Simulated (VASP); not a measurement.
# ZnCu (Pm-3m) in VASP: further runs

ZnCu is run at these levels: PBEsol; tasks: single point, relaxation of cell and atoms.

Program: VASP 6.6.1. These are calculated values, not measurements. Logs are shortened: lines on timing, memory, paths and dates and some standing lists are left out, and cuts for length are marked.

## (1) The cell of the first run

The structure is cubic, space group Pm-3m (No. 221). The conventional cell has a = 2.909 Å, b = 2.909 Å, c = 2.909 Å, α = 90.00°, β = 90.00°, γ = 90.00°. Zn (site symmetry m-3m) has 8 Cu at 2.52 Å and 6 Zn at 2.91 Å within 3.3 Å. Within 3.3 Å of Cu (site symmetry m-3m) lie 8 Zn at 2.52 Å and 6 Cu at 2.91 Å.

## (2) Single point, PBEsol

INCAR reads:

```
ALGO = Normal
EDIFF = 1E-6
ENCUT = 520
GGA = PS
ISIF = 2
ISMEAR = -1
LASPH = True
LCHARG = False
LREAL = False
LWAVE = False
NBANDS = 18
NELM = 100
PREC = Accurate
SIGMA = 0.15
```

KPOINTS reads:

```
k-points
0
Gamma
  14 14 14
```

POSCAR reads:

```
ZnCu
1.0
    2.9086411315      0.0000000000      0.0000000000
    0.0000000000      2.9086411315      0.0000000000
    0.0000000000      0.0000000000      2.9086411315
Zn Cu
1 1
Direct
    0.5000000000      0.5000000000      0.5000000000
    0.0000000000      0.0000000000      0.0000000000
```

Potentials or basis: VASP PAW PBE potentials, release 64 (Zn, Cu).

Command:

```sh
$ cat potpaw_PBE.64/Zn/POTCAR potpaw_PBE.64/Cu/POTCAR > POTCAR
$ mpirun -np 1 vasp_std > vasp.out
```

OUTCAR:

```text
EDIFF = 1E-6
   ENCUT = 520
   GGA = PS
   ISIF = 2
   ISMEAR = -1
   LASPH = True
   LREAL = False
   NELM = 100
   PREC = Accurate

 ion  position               nearest neighbor table
   1  0.500  0.500  0.500-   2 2.52   2 2.52   2 2.52   2 2.52   2 2.52   2 2.52   2 2.52   2 2.52

   2  0.000  0.000  0.000-   1 2.52   1 2.52   1 2.52   1 2.52   1 2.52   1 2.52   1 2.52   1 2.52

  LATTYP: Found a simple cubic cell.
 ALAT       =     2.9086411315

  Lattice vectors:

 A1 = (   2.9086411315,   0.0000000000,   0.0000000000)
 A2 = (   0.0000000000,   2.9086411315,   0.0000000000)
 A3 = (   0.0000000000,   0.0000000000,   2.9086411315)

Analysis of symmetry for initial positions (statically):
=====================================================================
 Subroutine PRICEL returns:
 Original cell was already a primitive cell.

 Routine SETGRP: Setting up the symmetry group for a
 simple cubic supercell.

 Subroutine GETGRP returns: Found 48 space group operations
[... 9 lines left out ...]

 Routine SETGRP: Setting up the symmetry group for a
 simple cubic supercell.

 Subroutine GETGRP returns: Found 48 space group operations
[... 11 lines left out ...]
                                     Primitive cell

  volume of cell :      24.6077

  direct lattice vectors                    reciprocal lattice vectors
     2.908641132  0.000000000  0.000000000     0.343803156  0.000000000  0.000000000
     0.000000000  2.908641132  0.000000000     0.000000000  0.343803156  0.000000000
     0.000000000  0.000000000  2.908641132     0.000000000  0.000000000  0.343803156

  length of vectors
     2.908641132  2.908641132  2.908641132     0.343803156  0.343803156  0.343803156

  position of ions in fractional coordinates (direct lattice)
     0.500000000  0.500000000  0.500000000
     0.000000000  0.000000000  0.000000000

  ion indices of the primitive-cell ions
   primitive index   ion index
                 1           1
                 2           2

----------------------------------------------------------------------------------------

 KPOINTS: k-points

Automatic generation of k-mesh.
 Grid dimensions read from file:
 generate k-points for:   14   14   14

 Generating k-lattice:

  Cartesian coordinates                     Fractional coordinates (reciprocal lattice)
     0.024557368  0.000000000  0.000000000     0.071428571  0.000000000  0.000000000
     0.000000000  0.024557368  0.000000000     0.000000000  0.071428571  0.000000000
     0.000000000  0.000000000  0.024557368     0.000000000  0.000000000  0.071428571

  Length of vectors
     0.024557368  0.024557368  0.024557368

  Shift w.r.t. Gamma in fractional coordinates (k-lattice)
     0.000000000  0.000000000  0.000000000

 Subroutine IBZKPT returns following result:
 ===========================================

 Found    120 irreducible k-points:

 Following reciprocal coordinates:
            Coordinates               Weight
  0.000000  0.000000  0.000000      1.000000
  0.071429  0.000000  0.000000      6.000000
  0.142857  0.000000  0.000000      6.000000
  0.214286  0.000000  0.000000      6.000000
  0.285714  0.000000  0.000000      6.000000
  0.357143  0.000000  0.000000      6.000000
[... 16 lines left out ...]
  0.285714  0.214286  0.000000     24.000000
  0.357143  0.214286  0.000000     24.000000
 [... further k-points ...]
   k-points           NKPTS =    120   k-points in BZ     NKDIM =    120   number of bands    NBANDS=     18
   number of dos      NEDOS =    301   number of ions     NIONS =      2
   total plane-waves  NPLWV =  13824
   dimension x,y,z NGX =    24 NGY =   24 NGZ =   24
   dimension x,y,z NGXF=    48 NGYF=   48 NGZF=   48
   ions per type =               1   1
   NGX,Y,Z   is equivalent  to a cutoff of  13.72, 13.72, 13.72 a.u.
   NGXF,Y,Z  is equivalent  to a cutoff of  27.43, 27.43, 27.43 a.u.
 SYSTEM =  unknown system
   PREC   = accura    normal or accurate (medium, high low for compatibility)
   ISTART =      0    job   : 0-new  1-cont  2-samecut
   ICHARG =      2    charge: 1-file 2-atom 10-const
   ISPIN  =      1    spin polarized calculation?
   LNONCOLLINEAR =      F non collinear calculations
   LSORBIT =      F    spin-orbit coupling
   LASPH  =      T    aspherical Exc in radial PAW
   ENCUT  =  520.0 eV  38.22 Ry    6.18 a.u.   5.41  5.41  5.41*2*pi/ulx,y,z
   NELM   =    100;   NELMIN=  2; NELMDL= -5     # of ELM steps
   EDIFF  = 0.1E-05   stopping-criterion for ELM
   LREAL  =      F    real-space projection
   EDIFFG = 0.1E-04   stopping-criterion for IOM
   NSW    =      0    number of steps for IOM
   IBRION =     -1    ionic relax: 0-MD 1-quasi-New 2-CG
   NFREE  =      0    steps in history (QN), initial steepest desc. (CG)
   ISIF   =      2    stress and relaxation
   ISYM   =      2    0-nonsym 1-usesym 2-fastsym
   POTIM  = 0.5000    time-step for ionic-motion
   TEBEG  =    0.0;   TEEND  =   0.0 temperature during run
   PSTRESS=    0.0 pullay stress
   NELECT =      23.0000    total number of electrons
   NUPDOWN=      -1.0000    fix difference up-down
   EMIN   =  10.00;   EMAX   =-10.00  energy-range for DOS
   EFERMI =   0.00;   METHOD = LEGACY
   ISMEAR =    -1;   SIGMA  =   0.15  broadening in eV -4-tet -1-fermi 0-gaus
   EFERMI_NEDOS =   21; number of points for ismear=-14 and -15
   IALGO  =     38    algorithm
   IMIX   =      4    mixing-type and parameters
     AMIX     =   0.40;   BMIX     =  1.00
     AMIX_MAG =   1.60;   BMIX_MAG =  1.00
  volume/ion in A,a.u.               =      12.30        83.03
  Fermi-wavevector in a.u.,A,eV,Ry     =   1.600641  3.024773 34.858833  2.562052
  Thomas-Fermi vector in A             =   2.697745
   LORBIT       =      0    0 simple, 1 ext, 2 COOP (PROOUT), +10 PAW based schemes
   GGA     = PS    functional components
   LHFCALC =     F    Hartree Fock is set to
   AEXX    =    0.0000 exact exchange contribution
   IVDW    =     0    specifies the selected vdW correction
   LEPSILON=     F    determine dielectric tensor
   LRPA    =     F    only Hartree local field effects (RPA)
 non-spin polarized calculation
  energy-cutoff  :      520.00
  volume of cell :       24.61
 maximum number of plane-waves:       691
 NGX is ok and might be reduce to    24
   NGX = 11   NGY = 11   NGZ = 11

 number of electron      22.9999984 magnetization

 Free energy of the ion-electron system (eV)
  ---------------------------------------------------
  ext. energy  EPLUGINS =         0.00000000
  ---------------------------------------------------
  free energy    TOTEN  =        -6.11383439 eV

  energy without entropy =       -6.07984991  energy(sigma->0) =       -6.09684215

 E-fermi :   5.7397     XC(G=0): -12.7773

 val. band max:        5.6081421142   @ k =   0.5000   0.5000   0.2143
 cond. band min:       5.7479125195   @ k =   0.4286   0.3571   0.2143
 fundamental gap:      0.1397704053
 Fermi energy:         5.7397286174

 k-point     1 :       0.0000    0.0000    0.0000
  band No.  band energies     occupation
      1      -4.9353      2.00000
      2      -2.2259      2.00000
      3      -2.2259      2.00000
      4      -1.4631      2.00000
      5      -1.4631      2.00000
      6      -1.4631      2.00000
[... 10 lines left out ...]
     17      18.5821      0.00000
     18      29.5346      0.00000

 k-point     2 :       0.0714    0.0000    0.0000
  band No.  band energies     occupation
      1      -4.8404      2.00000
      2      -2.2137      2.00000
      3      -2.2045      2.00000
      4      -1.4718      2.00000
      5      -1.4718      2.00000
      6      -1.4585      2.00000
[... 10 lines left out ...]
     17      19.1560      0.00000
     18      28.4616      0.00000

 k-point     3 :       0.1429    0.0000    0.0000
  band No.  band energies     occupation
      1      -4.5586      2.00000
      2      -2.1791      2.00000
      3      -2.1423      2.00000
      4      -1.4960      2.00000
      5      -1.4960      2.00000
      6      -1.4454      2.00000
[... 10 lines left out ...]
     17      21.1578      0.00000
     18      26.7514      0.00000

 k-point     4 :       0.2143    0.0000    0.0000
  band No.  band energies     occupation
      1      -4.1015      2.00000
      2      -2.1284      2.00000
      3      -2.0434      2.00000
      4      -1.5310      2.00000
      5      -1.5310      2.00000
      6      -1.4264      2.00000
[... 10 lines left out ...]
     17      23.8102      0.00000
     18      25.0739      0.00000

 k-point     5 :       0.2857    0.0000    0.0000
  band No.  band energies     occupation
      1      -3.5000      2.00000
      2      -2.0708      2.00000
      3      -1.9024      2.00000
      4      -1.5695      2.00000
      5      -1.5695      2.00000
      6      -1.4051      2.00000
[... 10 lines left out ...]
     17      23.1223      0.00000
     18      23.1228      0.00000

 k-point     6 :       0.3571    0.0000    0.0000
  band No.  band energies     occupation
      1      -2.8512      2.00000
      2      -2.0177      2.00000
      3      -1.6616      2.00000
      4      -1.6041      2.00000
      5      -1.6041      2.00000
      6      -1.3857      2.00000
[... 10 lines left out ...]
     17      21.3146      0.00000
     18      21.3146      0.00000

 k-point     7 :       0.4286    0.0000    0.0000
  band No.  band energies     occupation
      1      -2.4068      2.00000
      2      -1.9803      2.00000
      3      -1.6280      2.00000
      4      -1.6280      2.00000
      5      -1.3722      2.00000
      6      -1.1475      2.00000
[... 10 lines left out ...]
     17      19.6359      0.00000
     18      19.8983      0.00000

 k-point     8 :       0.5000    0.0000    0.0000
  band No.  band energies     occupation
      1      -2.2839      2.00000
      2      -1.9668      2.00000
      3      -1.6365      2.00000
      4      -1.6365      2.00000
      5      -1.3674      2.00000
      6      -0.6342      2.00000
[... 10 lines left out ...]
     17      19.4145      0.00000
     18      20.5286      0.00000
[... 229 lines left out ...]
     17      21.6099      0.00000
     18      22.6177      0.00000

 k-point    20 :       0.4286    0.1429    0.0000
  band No.  band energies     occupation
      1      -2.2705      2.00000
      2      -1.9407      2.00000
      3      -1.8494      2.00000
      4      -1.6496      2.00000
      5      -1.4482      2.00000
      6      -0.7066      2.00000
[... 10 lines left out ...]
     17      19.9658      0.00000
     18      21.6528      0.00000

 k-point    21 :       0.5000    0.1429    0.0000
  band No.  band energies     occupation
      1      -2.1626      2.00000
      2      -1.9108      2.00000
      3      -1.8853      2.00000
      4      -1.6587      2.00000
      5      -1.4472      2.00000
      6      -0.0541      2.00000
[... 10 lines left out ...]
     17      20.1402      0.00000
     18      20.9832      0.00000

 k-point    22 :       0.2143    0.2143    0.0000
  band No.  band energies     occupation
      1      -3.3461      2.00000
      2      -2.0406      2.00000
      3      -1.8918      2.00000
      4      -1.5723      2.00000
      5      -1.5580      2.00000
      6      -1.4840      2.00000
[... 10 lines left out ...]
     17      23.6717      0.00000
     18      24.9602      0.00000

 k-point    23 :       0.2857    0.2143    0.0000
  band No.  band energies     occupation
      1      -2.8626      2.00000
      2      -2.0162      2.00000
      3      -1.7919      2.00000
      4      -1.6084      2.00000
      5      -1.5043      2.00000
      6      -1.4552      2.00000
[... 10 lines left out ...]
     17      23.5987      0.00000
     18      23.9499      0.00000

 k-point    24 :       0.3571    0.2143    0.0000
  band No.  band energies     occupation
      1      -2.4527      2.00000
      2      -2.0150      2.00000
      3      -1.7442      2.00000
      4      -1.6456      2.00000
      5      -1.5176      2.00000
      6      -1.0574      2.00000
[... 10 lines left out ...]
     17      21.9314      0.00000
     18      22.8202      0.00000

 [... further k-points ...]
[... 5 lines left out ...]
  --------------------------------------------------------------------------------------
  -------------------------------------------------------------------------------------
  Total        0.1066352      0.1066352      0.1066352     -0.0000000      0.0000000     -0.0000000
  in kB        6.9428983      6.9428983      6.9428983     -0.0000000      0.0000000     -0.0000000
  external PRESSURE =       6.9428983 kB  Pullay stress =       0.0000000 kB

 VOLUME and BASIS-vectors are now :
 -----------------------------------------------------------------------------
  energy-cutoff  :      520.00
  volume of cell :       24.61
      direct lattice vectors                 reciprocal lattice vectors
     2.908641132  0.000000000  0.000000000     0.343803156  0.000000000  0.000000000
     0.000000000  2.908641132  0.000000000     0.000000000  0.343803156  0.000000000
     0.000000000  0.000000000  2.908641132     0.000000000  0.000000000  0.343803156

 POSITION                                       TOTAL-FORCE (eV/Angst)
 -----------------------------------------------------------------------------------
      1.45432      1.45432      1.45432         0.000000      0.000000      0.000000
      0.00000      0.00000      0.00000         0.000000      0.000000      0.000000
 -----------------------------------------------------------------------------------
    total drift:                                0.000000      0.000000     -0.000000

  FREE ENERGIE OF THE ION-ELECTRON SYSTEM (eV)
  ---------------------------------------------------
  free  energy   TOTEN  =        -6.1138343921 eV

  energy  without entropy=       -6.0798499117  energy(sigma->0) =       -6.09684215
```

Wall time 24 s (1 thread of Intel Xeon 6975P-C, shared host); peak memory 0.18 GiB.

Results:

```
Free energy : -6.1138 eV
Pressure    : 0.7 GPa
```

Caveat: the PAW data sets were made with another functional, which shifts forces and pressure a little.

## (3) Relaxation of cell and atoms, PBEsol

INCAR reads:

```
SYSTEM = ZnCu
PREC = Accurate ; ENCUT = 600
EDIFF = 1E-7 ; ISMEAR = -1
SIGMA = 0.15 ; LREAL = .False.
LASPH = .True. ; NELM = 100
ALGO = Normal ; ISIF = 3
LWAVE = .False. ; LCHARG = .False.
GGA = PS ; IBRION = 2
NSW = 80 ; EDIFFG = -0.001
```

KPOINTS reads:

```
Automatic mesh
0
Gamma
  14 14 14
  0 0 0
```

POSCAR reads:

```
ZnCu
1.0
    2.9078796958      0.0000000000      0.0000000000
    0.0000000000      2.9078796958      0.0000000000
    0.0000000000      0.0000000000      2.9078796958
Zn Cu
1 1
Direct
    0.5000000000      0.5000000000      0.5000000000
    0.0000000000      0.0000000000      0.0000000000
```

Potentials or basis: VASP PAW PBE potentials, release 64 (Zn, Cu).

Command:

```sh
$ cat potpaw_PBE.64/Zn/POTCAR potpaw_PBE.64/Cu/POTCAR > POTCAR
$ mpirun -np 1 vasp_std > vasp.out
```

Wall time 100 s (1 thread of Intel Xeon 6975P-C, shared host); peak memory 0.19 GiB.

The run converged. Its results:

| Property | Result |
| --- | --- |
| Free energy | -6.1140 eV |
| Relaxed volume | 12.37 Å³/atom |
| Relaxed cell | a = 2.913 Å, b = 2.913 Å, c = 2.913 Å, α = 90.00°, β = 90.00°, γ = 90.00° |
| Space group after relaxing (to 0.05 Å) | Pm-3m (No. 221) |
| Energy gained by relaxing | 0.2 meV/atom |
| Ionic steps | 7 |
| Pressure after relaxing | 0.0 GPa |

Step by step:
```csv
step,energy change (eV),largest force (eV/Å),pressure (GPa),volume (Å³)
1,0.0000,0.0000,0.84,24.59
2,-0.0002,0.0000,-0.41,24.82
3,-0.0004,0.0000,0.02,24.73
4,-0.0004,0.0000,0.02,24.74
5,-0.0004,0.0000,-0.10,24.76
6,-0.0004,0.0000,-0.03,24.74
7,-0.0004,0.0000,0.00,24.73
```

Final structure:
```
Zn Cu
1.0
     2.91349    0.00000    0.00000
     0.00000    2.91349    0.00000
     0.00000    0.00000    2.91349
Zn Cu
1 1
Cartesian
  1.4567 1.4567 1.4567
  2.9135 0.0000 0.0000
```

Levels at points of the mesh, in eV from the Fermi level:
```csv
k point,band 9,band 10,band 11,band 12,band 13,band 14,band 15
"(0.00, 0.00, 0.00)",-2.80,-2.80,-2.80,6.29,6.29,6.29,11.45
"(0.50, 0.00, 0.00)",-3.39,-3.39,-2.89,-2.05,11.95,11.95,12.56
"(0.50, 0.50, 0.00)",-2.95,-2.56,-2.03,-2.03,1.88,2.20,14.23
"(0.50, 0.50, 0.50)",-2.53,-2.53,4.04,4.39,4.39,4.39,4.59
```

Caveat: the PAW data sets were made with another functional, which shifts forces and pressure a little. Zero-point motion and thermal expansion aren't in these numbers.
